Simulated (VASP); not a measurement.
# Ru (P6_3/mmc) in VASP: relaxation of cell and atoms with PBE

Aim: the relaxation of cell and atoms of Ru with PBE.

Everything below comes from runs of VASP 6.6.1. Logs are shortened: lines on timing, memory, paths and dates and some standing lists are left out, and cuts for length are marked.

## Step 1: The cell of the first run

Symmetry: P6_3/mmc, No. 194, hexagonal system. Conventional cell: a = 2.700 Å, b = 2.700 Å, c = 4.277 Å, α = 90.00°, β = 90.00°, γ = 120.00°. Within 3.5 Å of Ru (site symmetry -6m2) lie 12 Ru at 2.65 to 2.70 Å.

## Step 2: Relaxation of cell and atoms, PBE

INCAR

```
SYSTEM = Ru
PREC = Accurate
ENCUT = 600
EDIFF = 1E-6
ISMEAR = 1
SIGMA = 0.1
LREAL = .FALSE.
LASPH = .TRUE.
NELM = 100
ALGO = Normal
ISIF = 3
LWAVE = .FALSE.
LCHARG = .FALSE.
GGA = PE
IBRION = 2
NSW = 60
EDIFFG = -0.005
```

KPOINTS

```
Automatic mesh
0
G
  23 23 13
  0 0 0
```

POSCAR

```
Ru
1.0
    2.7000000000      0.0000000000      0.0000000000
   -1.3500000000      2.3382685900      0.0000000000
    0.0000000000      0.0000000000      4.2768000000
Ru
2
Direct
    0.0000000000      0.0000000000      0.0000000000
    0.3333333333      0.6666666667      0.5000000000
```

Potentials or basis: VASP PAW PBE potentials, release 64 (Ru_pv).

Launch:

```sh
$ cat potpaw_PBE.64/Ru_pv/POTCAR > POTCAR
$ mpirun -np 1 vasp_std > vasp.out
```

OUTCAR:

```text
SYSTEM = Ru
   PREC = Accurate
   ENCUT = 600
   EDIFF = 1E-6
   ISMEAR = 1
   LREAL = .FALSE.
   LASPH = .TRUE.
   NELM = 100
   ISIF = 3
   GGA = PE
   IBRION = 2
   NSW = 60
   EDIFFG = -0.005

 ion  position               nearest neighbor table
   1  0.000  0.000  0.000-   2 2.65   2 2.65   2 2.65   2 2.65   2 2.65   2 2.65
   2  0.333  0.667  0.500-   1 2.65   1 2.65   1 2.65   1 2.65   1 2.65   1 2.65

  LATTYP: Found a hexagonal cell.
 ALAT       =     2.7000000000
 C/A-ratio  =     1.5840000000

  Lattice vectors:

 A1 = (   2.7000000000,   0.0000000000,   0.0000000000)
 A2 = (  -1.3500000000,   2.3382685900,   0.0000000000)
 A3 = (   0.0000000000,   0.0000000000,   4.2768000000)

Analysis of symmetry for initial positions (statically):
=====================================================================
 Subroutine PRICEL returns:
 Original cell was already a primitive cell.

 Routine SETGRP: Setting up the symmetry group for a
 hexagonal supercell.

 Subroutine GETGRP returns: Found 24 space group operations
 (whereof 12 operations were pure point group operations)
 out of a pool of 24 trial point group operations.

The static configuration has the point symmetry D_3h.
 The point group associated with its full space group is D_6h.

Analysis of symmetry for dynamics (positions and initial velocities):
=====================================================================
 Subroutine PRICEL returns:
 Original cell was already a primitive cell.

 Routine SETGRP: Setting up the symmetry group for a
 hexagonal supercell.

 Subroutine GETGRP returns: Found 24 space group operations
 (whereof 12 operations were pure point group operations)
 out of a pool of 24 trial point group operations.

The dynamic configuration has the point symmetry D_3h.
 The point group associated with its full space group is D_6h.

 Subroutine INISYM returns: Found 24 space group operations
 (whereof 12 operations are pure point group operations),
 and found     1 'primitive' translations

----------------------------------------------------------------------------------------

                                     Primitive cell

  volume of cell :      27.0008

  direct lattice vectors                    reciprocal lattice vectors
     2.700000000  0.000000000  0.000000000     0.370370370  0.213833433  0.000000000
    -1.350000000  2.338268590  0.000000000     0.000000000  0.427666866  0.000000000
     0.000000000  0.000000000  4.276800000     0.000000000  0.000000000  0.233819678

  length of vectors
     2.700000000  2.700000000  4.276800000     0.427666866  0.427666866  0.233819678

  position of ions in fractional coordinates (direct lattice)
     0.000000000  0.000000000  0.000000000
     0.333333333  0.666666667  0.500000000

  ion indices of the primitive-cell ions
   primitive index   ion index
                 1           1
                 2           2

----------------------------------------------------------------------------------------

 KPOINTS: Automatic mesh

Automatic generation of k-mesh.
 Grid dimensions read from file:
 generate k-points for:   23   23   13

 Generating k-lattice:

  Cartesian coordinates                     Fractional coordinates (reciprocal lattice)
     0.016103060  0.009297106  0.000000000     0.043478261  0.000000000  0.000000000
     0.000000000  0.018594212  0.000000000     0.000000000  0.043478261  0.000000000
     0.000000000  0.000000000  0.017986129     0.000000000  0.000000000  0.076923077

  Length of vectors
     0.018594212  0.018594212  0.017986129

  Shift w.r.t. Gamma in fractional coordinates (k-lattice)
     0.000000000  0.000000000  0.000000000

 Subroutine IBZKPT returns following result:
 ===========================================

 Found    392 irreducible k-points:

 Following reciprocal coordinates:
            Coordinates               Weight
  0.000000  0.000000  0.000000      1.000000
  0.043478  0.000000  0.000000      6.000000
  0.086957 -0.000000  0.000000      6.000000
  0.130435  0.000000  0.000000      6.000000
  0.173913  0.000000  0.000000      6.000000
  0.217391  0.000000  0.000000      6.000000
[... 16 lines left out ...]
  0.478261  0.043478  0.000000      6.000000
  0.086957  0.086957  0.000000      6.000000
 [... further k-points ...]
   k-points           NKPTS =    392   k-points in BZ     NKDIM =    392   number of bands    NBANDS=     18
   number of dos      NEDOS =    301   number of ions     NIONS =      2
   total plane-waves  NPLWV =  20736
   dimension x,y,z NGX =    24 NGY =   24 NGZ =   36
   dimension x,y,z NGXF=    48 NGYF=   48 NGZF=   72
   ions per type =               2
   NGX,Y,Z   is equivalent  to a cutoff of  14.78, 14.78, 13.99 a.u.
   NGXF,Y,Z  is equivalent  to a cutoff of  29.55, 29.55, 27.99 a.u.
 SYSTEM =  Ru
   PREC   = accura    normal or accurate (medium, high low for compatibility)
   ISTART =      0    job   : 0-new  1-cont  2-samecut
   ICHARG =      2    charge: 1-file 2-atom 10-const
   ISPIN  =      1    spin polarized calculation?
   LNONCOLLINEAR =      F non collinear calculations
   LSORBIT =      F    spin-orbit coupling
   LASPH  =      T    aspherical Exc in radial PAW
   ENCUT  =  600.0 eV  44.10 Ry    6.64 a.u.   5.39  5.39  8.54*2*pi/ulx,y,z
   NELM   =    100;   NELMIN=  2; NELMDL= -5     # of ELM steps
   EDIFF  = 0.1E-05   stopping-criterion for ELM
   LREAL  =      F    real-space projection
   EDIFFG = -.5E-02   stopping-criterion for IOM
   NSW    =     60    number of steps for IOM
   IBRION =      2    ionic relax: 0-MD 1-quasi-New 2-CG
   NFREE  =      1    steps in history (QN), initial steepest desc. (CG)
   ISIF   =      3    stress and relaxation
   ISYM   =      2    0-nonsym 1-usesym 2-fastsym
   POTIM  = 0.5000    time-step for ionic-motion
   TEBEG  =    0.0;   TEEND  =   0.0 temperature during run
   PSTRESS=    0.0 pullay stress
   NELECT =      28.0000    total number of electrons
   NUPDOWN=      -1.0000    fix difference up-down
   EMIN   =  10.00;   EMAX   =-10.00  energy-range for DOS
   EFERMI =   0.00;   METHOD = LEGACY
   ISMEAR =     1;   SIGMA  =   0.10  broadening in eV -4-tet -1-fermi 0-gaus
   EFERMI_NEDOS =   21; number of points for ismear=-14 and -15
   IALGO  =     38    algorithm
   IMIX   =      4    mixing-type and parameters
     AMIX     =   0.40;   BMIX     =  1.00
     AMIX_MAG =   1.60;   BMIX_MAG =  1.00
  volume/ion in A,a.u.               =      13.50        91.11
  Fermi-wavevector in a.u.,A,eV,Ry     =   1.657048  3.131367 37.358996  2.745809
  Thomas-Fermi vector in A             =   2.744868
   LORBIT       =      0    0 simple, 1 ext, 2 COOP (PROOUT), +10 PAW based schemes
   GGA     = PE    functional components
   LHFCALC =     F    Hartree Fock is set to
   AEXX    =    0.0000 exact exchange contribution
   IVDW    =     0    specifies the selected vdW correction
   LEPSILON=     F    determine dielectric tensor
   LRPA    =     F    only Hartree local field effects (RPA)
 conjugate gradient relaxation of ions
 non-spin polarized calculation
 Methfessel and Paxton  Order N= 1 SIGMA  =   0.10
  energy-cutoff  :      600.00
  volume of cell :       27.00
 maximum number of plane-waves:       929
 NGX is ok and might be reduce to    24
   NGX = 11   NGY = 11   NGZ = 17

--------------------------------------- Ionic step        1  -------------------------------------------

 number of electron      28.0000000 magnetization

 Free energy of the ion-electron system (eV)
  ---------------------------------------------------
  ext. energy  EPLUGINS =         0.00000000
  ---------------------------------------------------
  free energy    TOTEN  =       -18.46016424 eV

  energy without entropy =      -18.46055750  energy(sigma->0) =      -18.46029533

------------------------ aborting loop because EDIFF is reached ----------------------------------------

  FORCE on cell =-STRESS in cart. coord.  units (eV):
  Direction    XX          YY          ZZ          XY          YZ          ZX
  --------------------------------------------------------------------------------------
  -------------------------------------------------------------------------------------
  Total        1.1231753      1.1231753      0.8659799     -0.0000000      0.0000000      0.0000000
  in kB       66.6470652     66.6470652     51.3855831     -0.0000000      0.0000000      0.0000000
  external PRESSURE =      61.5599045 kB  Pullay stress =       0.0000000 kB
[... 89 lines left out ...]
  FREE ENERGIE OF THE ION-ELECTRON SYSTEM (eV)
  ---------------------------------------------------
  free  energy   TOTEN  =       -18.4699670453 eV

  energy  without entropy=      -18.4703482934  energy(sigma->0) =      -18.47009413

[... ionic steps 4 to 10 ...]

--------------------------------------- Ionic step       11  -------------------------------------------

 number of electron      28.0000004 magnetization

------------------------ aborting loop because EDIFF is reached ----------------------------------------

  FORCE on cell =-STRESS in cart. coord.  units (eV):
  Direction    XX          YY          ZZ          XY          YZ          ZX
  --------------------------------------------------------------------------------------
  -------------------------------------------------------------------------------------
  Total        0.0253699      0.0253699     -0.0035717      0.0000000      0.0000000      0.0000000
  in kB        1.4778018      1.4778018     -0.2080533      0.0000000      0.0000000      0.0000000
  external PRESSURE =       0.9158501 kB  Pullay stress =       0.0000000 kB
[... 57 lines left out ...]
  energy  without entropy=      -18.4704594744  energy(sigma->0) =      -18.47022657

--------------------------------------- Ionic step       13  -------------------------------------------

 number of electron      28.0000004 magnetization

 Free energy of the ion-electron system (eV)
  ---------------------------------------------------
  ext. energy  EPLUGINS =         0.00000000
  ---------------------------------------------------
  free energy    TOTEN  =       -18.47012056 eV

  energy without entropy =      -18.47047064  energy(sigma->0) =      -18.47023725

 E-fermi :  12.6202     XC(G=0): -14.0391

 val. band max:       12.6180232540   @ k =   0.3913   0.1739   0.3077
 cond. band min:      12.6256536494   @ k =   0.0000   0.0000   0.3846
 fundamental gap:      0.0076303954
 Fermi energy:        12.6202019782

 k-point     1 :       0.0000    0.0000    0.0000
  band No.  band energies     occupation
      1     -31.0018      2.00000
      2     -30.1145      2.00000
      3     -30.1145      2.00000
      4     -29.9487      2.00000
      5     -29.9487      2.00000
      6     -29.9006      2.00000
[... 10 lines left out ...]
     17      13.7592     -0.00000
     18      13.9176     -0.00000
[... 466 lines left out ...]
      2     -30.2506      2.00000
      3     -30.1867      2.00000
      4     -30.0802      2.00000
      5     -29.9770      2.00000
      6     -29.9356      2.00000
[... 10 lines left out ...]
     17      13.9878     -0.00000
     18      17.4132      0.00000

 [... further k-points ...]

------------------------ aborting loop because EDIFF is reached ----------------------------------------

  FORCE on cell =-STRESS in cart. coord.  units (eV):
  Direction    XX          YY          ZZ          XY          YZ          ZX
  --------------------------------------------------------------------------------------
  -------------------------------------------------------------------------------------
  Total        0.0092099      0.0092099      0.0021781     -0.0000000      0.0000000      0.0000000
  in kB        0.5363533      0.5363533      0.1268456     -0.0000000      0.0000000      0.0000000
  external PRESSURE =       0.3998507 kB  Pullay stress =       0.0000000 kB
[... 17 lines left out ...]
  FREE ENERGIE OF THE ION-ELECTRON SYSTEM (eV)
  ---------------------------------------------------
  free  energy   TOTEN  =       -18.4701205597 eV

  energy  without entropy=      -18.4704706440  energy(sigma->0) =      -18.47023725

 reached required accuracy - stopping structural energy minimisation
```

Wall time 12 min (1 thread of AMD EPYC 7R13, shared host); peak memory 0.33 GiB.

What came out:

```
Free energy                           : -18.4701 eV
Relaxed volume                        : 13.76 Å³/atom
Relaxed cell                          : a = 2.720 Å, b = 2.720 Å, c = 4.293 Å, α = 90.00°, β = 90.00°, γ = 120.00°
Space group after relaxing (to 0.1 Å) : P6_3/mmc (No. 194)
Energy gained by relaxing             : 5.0 meV/atom
Ionic steps                           : 13
Pressure after relaxing               : 0.0 GPa
Band gap on the k mesh                : zero (bands 14 and 15 overlap by 3.09 eV)
```

The path:
```
step  energy change (eV)  largest force (eV/Å)  pressure (GPa)  volume (Å³)
   1              0.0000                0.0000            6.16        27.00
   2              0.0683                0.0000          -15.19        29.08
   3             -0.0098                0.0000           -0.17        27.53
   4             -0.0098                0.0000           -0.08        27.52
   5             -0.0098                0.0000            0.04        27.51
   6             -0.0099                0.0000            0.13        27.50
   7             -0.0100                0.0000            0.09        27.51
   8             -0.0100                0.0000            0.09        27.51
   9             -0.0099                0.0000            0.06        27.51
  10             -0.0100                0.0000            0.10        27.51
  11             -0.0100                0.0000            0.09        27.51
  12             -0.0099                0.0000           -0.12        27.53
  13             -0.0100                0.0000            0.04        27.51
```

Final structure:
```
Ru
1.0
     2.72039    0.00000    0.00000
    -1.36019    2.35592    0.00000
     0.00000    0.00000    4.29261
Ru
2
Direct
  0.00000 0.00000 0.00000
  0.33333 0.66667 0.50000
```
